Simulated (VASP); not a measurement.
# Pd (Fm-3m) in VASP: further runs, part 2 of 2

VASP 6.6.1. Earlier steps stand in the parts before.

## Step 3: Single point, PBE+D3(BJ)

This run uses another cell than the first one, of 15.64 Å³/atom, 1.019 times its volume.

INCAR

```
SYSTEM = Pd
  PREC = Accurate
  ENCUT = 520
  EDIFF = 1E-6
  ISMEAR = -1
  SIGMA = 0.05
  LREAL = .False.
  LASPH = .True.
  NELM = 100
  ALGO = Normal
  ISIF = 2
  LWAVE = .False.
  LCHARG = .False.
  GGA = PE
  IVDW = 12
  NBANDS = 11
```

KPOINTS

```
Automatic mesh
0
Gamma
  12 12 12
  0 0 0
```

POSCAR

```
Pd
1.0
    0.0000000000      1.9846763588      1.9846763588
    1.9846763588      0.0000000000      1.9846763588
    1.9846763588      1.9846763588      0.0000000000
Pd
1
Direct
    0.0000000000      0.0000000000      0.0000000000
```

Potentials or basis: VASP PAW PBE potentials, release 64 (Pd).

Command:

```console
$ cat potpaw_PBE.64/Pd/POTCAR > POTCAR
$ mpirun -np 1 vasp_std > vasp.out
```

OUTCAR:

```text
SYSTEM = Pd
   PREC = Accurate
   ENCUT = 520
   EDIFF = 1E-6
   ISMEAR = -1
   LREAL = .False.
   LASPH = .True.
   NELM = 100
   ISIF = 2
   GGA = PE
   IVDW = 12
 IVDW          = 12

 ion  position               nearest neighbor table
   1  0.000  0.000  0.000-

  LATTYP: Found a face centered cubic cell.
 ALAT       =     3.9693527176

  Lattice vectors:

 A1 = (   0.0000000000,   1.9846763588,   1.9846763588)
 A2 = (   1.9846763588,   0.0000000000,   1.9846763588)
 A3 = (   1.9846763588,   1.9846763588,   0.0000000000)

Analysis of symmetry for initial positions (statically):
[... 33 lines left out ...]
                                     Primitive cell

  volume of cell :      15.6350

  direct lattice vectors                    reciprocal lattice vectors
     0.000000000  1.984676359  1.984676359    -0.251930244  0.251930244  0.251930244
     1.984676359  0.000000000  1.984676359     0.251930244 -0.251930244  0.251930244
     1.984676359  1.984676359  0.000000000     0.251930244  0.251930244 -0.251930244

  length of vectors
     2.806756224  2.806756224  2.806756224     0.436355983  0.436355983  0.436355983

  position of ions in fractional coordinates (direct lattice)
     0.000000000  0.000000000  0.000000000

  ion indices of the primitive-cell ions
   primitive index   ion index
                 1           1

----------------------------------------------------------------------------------------

 KPOINTS: Automatic mesh

Automatic generation of k-mesh.
 Grid dimensions read from file:
 generate k-points for:   12   12   12

 Generating k-lattice:

  Cartesian coordinates                     Fractional coordinates (reciprocal lattice)
    -0.020994187  0.020994187  0.020994187     0.083333333  0.000000000  0.000000000
     0.020994187 -0.020994187  0.020994187     0.000000000  0.083333333  0.000000000
     0.020994187  0.020994187 -0.020994187     0.000000000  0.000000000  0.083333333

  Length of vectors
     0.036362999  0.036362999  0.036362999

  Shift w.r.t. Gamma in fractional coordinates (k-lattice)
     0.000000000  0.000000000  0.000000000

 Subroutine IBZKPT returns following result:
 ===========================================

 Found     72 irreducible k-points:

 Following reciprocal coordinates:
            Coordinates               Weight
  0.000000  0.000000  0.000000      1.000000
  0.083333  0.000000  0.000000      8.000000
  0.166667  0.000000  0.000000      8.000000
  0.250000  0.000000  0.000000      8.000000
  0.333333  0.000000  0.000000      8.000000
  0.416667  0.000000  0.000000      8.000000
[... 16 lines left out ...]
  0.500000  0.166667  0.000000     24.000000
 -0.416667  0.166667  0.000000     24.000000
 [... further k-points ...]
   k-points           NKPTS =     72   k-points in BZ     NKDIM =     72   number of bands    NBANDS=     11
   number of dos      NEDOS =    301   number of ions     NIONS =      1
   total plane-waves  NPLWV =  13824
   dimension x,y,z NGX =    24 NGY =   24 NGZ =   24
   dimension x,y,z NGXF=    48 NGYF=   48 NGZF=   48
   ions per type =               1
   NGX,Y,Z   is equivalent  to a cutoff of  14.22, 14.22, 14.22 a.u.
   NGXF,Y,Z  is equivalent  to a cutoff of  28.43, 28.43, 28.43 a.u.
 SYSTEM =  Pd
   PREC   = accura    normal or accurate (medium, high low for compatibility)
   ISTART =      0    job   : 0-new  1-cont  2-samecut
   ICHARG =      2    charge: 1-file 2-atom 10-const
   ISPIN  =      1    spin polarized calculation?
   LNONCOLLINEAR =      F non collinear calculations
   LSORBIT =      F    spin-orbit coupling
   LASPH  =      T    aspherical Exc in radial PAW
   ENCUT  =  520.0 eV  38.22 Ry    6.18 a.u.   5.22  5.22  5.22*2*pi/ulx,y,z
   NELM   =    100;   NELMIN=  2; NELMDL= -5     # of ELM steps
   EDIFF  = 0.1E-05   stopping-criterion for ELM
   LREAL  =      F    real-space projection
   EDIFFG = 0.1E-04   stopping-criterion for IOM
   NSW    =      0    number of steps for IOM
   IBRION =     -1    ionic relax: 0-MD 1-quasi-New 2-CG
   NFREE  =      0    steps in history (QN), initial steepest desc. (CG)
   ISIF   =      2    stress and relaxation
   ISYM   =      2    0-nonsym 1-usesym 2-fastsym
   POTIM  = 0.5000    time-step for ionic-motion
   TEBEG  =    0.0;   TEEND  =   0.0 temperature during run
   PSTRESS=    0.0 pullay stress
   NELECT =      10.0000    total number of electrons
   NUPDOWN=      -1.0000    fix difference up-down
   EMIN   =  10.00;   EMAX   =-10.00  energy-range for DOS
   EFERMI =   0.00;   METHOD = LEGACY
   ISMEAR =    -1;   SIGMA  =   0.05  broadening in eV -4-tet -1-fermi 0-gaus
   EFERMI_NEDOS =   21; number of points for ismear=-14 and -15
   IALGO  =     38    algorithm
   IMIX   =      4    mixing-type and parameters
     AMIX     =   0.40;   BMIX     =  1.00
     AMIX_MAG =   1.60;   BMIX_MAG =  1.00
  volume/ion in A,a.u.               =      15.64       105.51
  Fermi-wavevector in a.u.,A,eV,Ry     =   1.410507  2.665471 27.069185  1.989529
  Thomas-Fermi vector in A             =   2.532453
   LORBIT       =      0    0 simple, 1 ext, 2 COOP (PROOUT), +10 PAW based schemes
   GGA     = PE    functional components
   LHFCALC =     F    Hartree Fock is set to
   AEXX    =    0.0000 exact exchange contribution
   IVDW    =    12    specifies the selected vdW correction
   LEPSILON=     F    determine dielectric tensor
   LRPA    =     F    only Hartree local field effects (RPA)
 non-spin polarized calculation
  energy-cutoff  :      520.00
  volume of cell :       15.64
 maximum number of plane-waves:       444
 NGX is ok and might be reduce to    24
   NGX = 11   NGY = 11   NGZ = 11

 number of electron      10.0000001 magnetization

 Free energy of the ion-electron system (eV)
  ---------------------------------------------------
  ext. energy  EPLUGINS =         0.00000000
  ---------------------------------------------------
  free energy    TOTEN  =        -5.22667593 eV

  energy without entropy =       -5.20570990  energy(sigma->0) =       -5.21619292

 E-fermi :   8.7994     XC(G=0): -12.8256

 val. band max:        8.7994228586   @ k =   0.5000   0.0833   0.0000
 cond. band min:       8.8010087178   @ k =   0.4167   0.4167   0.0000
 fundamental gap:      0.0015858593
 Fermi energy:         8.7994323852

 k-point     1 :       0.0000    0.0000    0.0000
  band No.  band energies     occupation
      1       2.1326      2.00000
      2       6.2361      2.00000
      3       6.2361      2.00000
      4       6.2361      2.00000
      5       7.6996      2.00000
      6       7.6996      2.00000
      7      25.9780      0.00000
      8      30.4255      0.00000
      9      30.4255      0.00000
     10      30.4255      0.00000
     11      35.1287      0.00000

 k-point     2 :       0.0833    0.0000    0.0000
  band No.  band energies     occupation
      1       2.3705      2.00000
      2       6.1593      2.00000
      3       6.3138      2.00000
      4       6.3138      2.00000
      5       7.6653      2.00000
      6       7.6653      2.00000
      7      26.1812      0.00000
      8      28.9363      0.00000
      9      30.6692      0.00000
     10      30.6692      0.00000
     11      35.3802      0.00000

 k-point     3 :       0.1667    0.0000    0.0000
  band No.  band energies     occupation
      1       3.0186      2.00000
      2       6.0270      2.00000
      3       6.4711      2.00000
      4       6.4711      2.00000
      5       7.6443      2.00000
      6       7.6443      2.00000
      7      25.6748      0.00000
      8      27.1732      0.00000
      9      31.2790      0.00000
     10      31.2790      0.00000
     11      34.4089      0.00000
[... 267 lines left out ...]
 k-point    23 :       0.5000    0.1667    0.0000
  band No.  band energies     occupation
      1       4.4889      2.00000
      2       5.8095      2.00000
      3       6.7510      2.00000
      4       6.8966      2.00000
      5       8.8279      0.72240
      6      11.8006      0.00000
      7      16.5176      0.00000
      8      24.8669      0.00000
      9      27.0700      0.00000
     10      27.6784      0.00000
     11      35.3644      0.00000

 k-point    24 :      -0.4167    0.1667    0.0000
  band No.  band energies     occupation
      1       4.5359      2.00000
      2       5.8150      2.00000
      3       6.6887      2.00000
      4       7.0869      2.00000
      5       8.5870      1.97186
      6      12.3375      0.00000
      7      16.0005      0.00000
      8      24.2412      0.00000
      9      27.3082      0.00000
     10      28.0815      0.00000
     11      35.3775      0.00000

 [... further k-points ...]

------------------------ aborting loop because EDIFF is reached ----------------------------------------

 Edisp (eV)   -0.62877

 E8    (eV) :    -0.2776

  FORCE on cell =-STRESS in cart. coord.  units (eV):
  Direction    XX          YY          ZZ          XY          YZ          ZX
  --------------------------------------------------------------------------------------
  -------------------------------------------------------------------------------------
  Total      -1.00279    -1.00279    -1.00279     0.00000    -0.00000     0.00000
  in kB    -102.75908  -102.75908  -102.75908     0.00000    -0.00000     0.00000
  external pressure =     -102.76 kB  Pullay stress =        0.00 kB

 VOLUME and BASIS-vectors are now :
 -----------------------------------------------------------------------------
  energy-cutoff  :      520.00
  volume of cell :       15.64
      direct lattice vectors                 reciprocal lattice vectors
     0.000000000  1.984676359  1.984676359    -0.251930244  0.251930244  0.251930244
     1.984676359  0.000000000  1.984676359     0.251930244 -0.251930244  0.251930244
     1.984676359  1.984676359  0.000000000     0.251930244  0.251930244 -0.251930244

 POSITION                                       TOTAL-FORCE (eV/Angst)
 -----------------------------------------------------------------------------------
      0.00000      0.00000      0.00000        -0.000000     -0.000000     -0.000000
 -----------------------------------------------------------------------------------
    total drift:                               -0.000000      0.000000     -0.000000

  FREE ENERGIE OF THE ION-ELECTRON SYSTEM (eV)
  ---------------------------------------------------
  free  energy   TOTEN  =        -5.8554469794 eV

  energy  without entropy=       -5.8344809473  energy(sigma->0) =       -5.84496396
```

Wall time 6.6 s (1 thread of Intel Xeon 6975P-C, shared host); peak memory 0.15 GiB.

What came out:

```
Free energy                : -5.8554 eV
Pressure                   : -10.3 GPa
Band gap on the k mesh     : zero (band 5 reaches 9.07 eV, above the bottom of band 6 at 7.64 eV)
Dispersion energy per atom : -0.629 eV
```

Levels at points of the mesh, in eV from the Fermi level:
```
           k point  band 2  band 3  band 4  band 5  band 6  band 7  band 8  band 9
(0.00, 0.00, 0.00)   -2.56   -2.56   -2.56   -1.10   -1.10   17.18   21.63   21.63
(0.50, 0.00, 0.00)   -2.60   -2.60   -0.01   -0.01    1.17    6.90   16.52   20.56
(0.50, 0.50, 0.00)   -4.63   -0.04    0.27    0.27    3.39   10.21   12.92   12.92
```

Caveat: pairwise dispersion overbinds metals, which lowers pressure and volume.

## Step 4: Single point, revPBE

This run uses another cell than the first one, of 15.05 Å³/atom, 0.981 times its volume.

INCAR

```
ALGO = Normal
EDIFF = 1E-7
ENCUT = 520
GGA = RE
ISIF = 2
ISMEAR = -1
LASPH = True
LCHARG = False
LREAL = False
LWAVE = False
NBANDS = 11
NELM = 80
PREC = Accurate
SIGMA = 0.05
```

KPOINTS

```
k-points
0
Gamma
  12 12 12
```

POSCAR

```
Pd
1.0
    0.0000000000      1.9593911042      1.9593911042
    1.9593911042      0.0000000000      1.9593911042
    1.9593911042      1.9593911042      0.0000000000
Pd
1
Direct
    0.0000000000      0.0000000000      0.0000000000
```

Command:

```console
$ cat potpaw_PBE.64/Pd/POTCAR > POTCAR
$ mpirun -np 1 vasp_std > vasp.out
```

It took 7.4 s on 1 thread of Intel Xeon 6975P-C, shared host; peak memory 0.14 GiB.

The run converged. Its results:

* Free energy: -4.7473 eV
* Pressure: 6.1 GPa
* Band gap on the k mesh: zero (band 5 reaches 9.79 eV, above the bottom of band 6 at 8.27 eV)

Levels at points of the mesh, in eV from the Fermi level:
| k point | band 3 | band 4 | band 5 | band 6 | band 7 | band 8 |
| --- | --- | --- | --- | --- | --- | --- |
| (0.00, 0.00, 0.00) | -2.72 | -2.72 | -1.17 | -1.17 | 17.21 | 21.90 |
| (0.50, 0.00, 0.00) | -2.77 | -0.01 | -0.01 | 1.11 | 7.22 | 16.57 |
| (0.50, 0.50, 0.00) | -0.04 | 0.30 | 0.30 | 3.41 | 10.62 | 13.17 |

Caveat: the PAW data sets were made with another functional, which shifts forces and pressure a little.

## Step 5: Single point, revPBE

INCAR

```
PREC = Accurate
ENCUT = 520
EDIFF = 1E-6
ISMEAR = -1
SIGMA = 0.05
LREAL = F
LASPH = T
NELM = 60
ALGO = Fast
ISIF = 2
LWAVE = F
LCHARG = F
GGA = RE
NBANDS = 11
```

KPOINTS

```
Automatic mesh
0
Gamma
  12 12 12
```

POSCAR

```
Pd
1.0
    0.0000000000      1.9721147795      1.9721147795
    1.9721147795      0.0000000000      1.9721147795
    1.9721147795      1.9721147795      0.0000000000
Pd
1
Direct
    0.0000000000      0.0000000000      0.0000000000
```

Command:

```console
$ cat potpaw_PBE.64/Pd/POTCAR > POTCAR
$ mpirun -np 1 vasp_std > vasp.out
```

Wall time 7.4 s (1 thread of Intel Xeon 6975P-C, shared host); peak memory 0.14 GiB.

The run converged. Its results:

```
Free energy            : -4.7556 eV
Pressure               : 2.8 GPa
Band gap on the k mesh : zero (band 5 reaches 9.47 eV, above the bottom of band 6 at 7.99 eV)
```

Levels at points of the mesh, in eV from the Fermi level:
```tsv
k point	band 3	band 4	band 5	band 6	band 7	band 8
(0.00, 0.00, 0.00)	-2.64	-2.64	-1.13	-1.13	17.20	21.77
(0.50, 0.00, 0.00)	-2.68	-0.01	-0.01	1.16	7.07	16.55
(0.50, 0.50, 0.00)	-0.04	0.28	0.28	3.41	10.42	13.06
```

Caveat: the PAW data sets were made with another functional, which shifts forces and pressure a little.

## Step 6: Overview

| level | cell | gap on the mesh (eV) | pressure (GPa) |
| --- | --- | --- | --- |
| PBE+D3(BJ) | a = 2.789 Å, angles 60.0°, 1 atom | none | -7.6 |
| PBE+D3(BJ) | a = 2.807 Å, angles 60.0°, 1 atom | none | -10.3 |
| revPBE | a = 2.771 Å, angles 60.0°, 1 atom | none | 6.1 |
| revPBE | a = 2.789 Å, angles 60.0°, 1 atom | none | 2.8 |

Alike in all rows: task single point; potentials or basis VASP PAW PBE potentials, release 64 (Pd); no spin polarisation; k mesh 12 × 12 × 12; cutoff (eV) 520; smearing fermi-dirac 0.05 eV.

Caveats: pairwise dispersion overbinds metals, which lowers pressure and volume (some runs); the PAW data sets were made with another functional, which shifts forces and pressure a little (some runs).

Total energies depend on the potentials used, so only differences within one code and one set of settings carry meaning.
